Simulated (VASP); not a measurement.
Runs of VASP 6.6.1 on Li3TaO4. The structure is that of space group I4/mmm (No. 139), or close to it. The cells are those of the table. 

| cell | gap on the mesh (eV) | largest force (eV/Å) |
| --- | --- | --- |
| a = 5.240 Å, angles 134.0, 134.0, 67.2°, 8 atoms | 2.07 | 0.18 |
| a = 5.149 Å, angles 133.2, 133.2, 68.3°, 8 atoms | (a) | 0.18 |
| a = 4.987 Å, angles 132.1, 132.1, 70.1°, 8 atoms | 2.00 | 0.18 |
| a = 5.065 Å, angles 132.6, 132.6, 69.3°, 8 atoms | 2.03 | 0.18 |

Alike in all rows: task single point; level r2SCAN; potentials or basis VASP PAW PBE potentials, release 64 (Li_sv, Ta_pv, O); no spin polarisation; k mesh 10 × 10 × 10; cutoff (eV) 520; smearing gaussian 0.02 eV.

Question: Estimate the missing entries.

Answer: (a) 2.06.

Caveats: the PAW data sets were made with another functional, which shifts forces and pressure a little; spin-orbit coupling is left out, which moves the levels of the heavy elements.

A k mesh can miss the band edges, and the runs leave out spin-orbit coupling on Ta.
